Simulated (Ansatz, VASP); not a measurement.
## Mg3CdTe4: VASP beside Ansatz

```
Mg Cd Te
1.0
     4.21789    0.00000    0.00000
    -2.10895    3.65280    0.00000
     0.00000    0.00000   13.84174
Mg Cd Te
3 1 4
Cartesian
  0.0000 2.4352 0.0025
  2.1089 1.2176 3.4630
  2.1089 1.2176 10.3838
  0.0000 2.4352 6.9234
  0.0000 2.4352 2.5928
  0.0000 2.4352 9.5137
  2.1089 1.2176 6.0532
  2.1089 1.2176 12.9741
```

Alike in both runs: task relaxation of cell and atoms; functional PBE; k mesh 6 × 6 × 2; occupations gaussian, width 0.1 eV; no spin polarisation.

|  | VASP | Ansatz |
| --- | --- | --- |
| version | VASP 6.6.1 | Ansatz 0.2.0 |
| potentials or method | VASP PAW PBE potentials, release 64 (Mg, Cd, Te), cutoff 600 eV | scalar-relativistic, plane waves, PAW |
| valence electrons in the cell | 42 | 114 |

|  | VASP | Ansatz | Ansatz less VASP |
| --- | --- | --- | --- |
| gap on the k mesh at the Fermi level, each at its own relaxed structure (eV) | 1.58 | 1.62 | +0.037 |
| relaxed volume (Å³/atom) | 34.96 | 34.61 | -0.359 |
| relaxed length of the cell vector where the two differ most in proportion (Å) | 4.629 | 4.613 | -0.0166 |

VASP's potentials hold 42 valence electrons a cell and Ansatz's 114, so a difference there can come from the potentials and not from the codes.

Neither program's run includes spin-orbit coupling. Noted on VASP's run: the volume moved by over 15 % at a fixed basis, so the end points are rough.
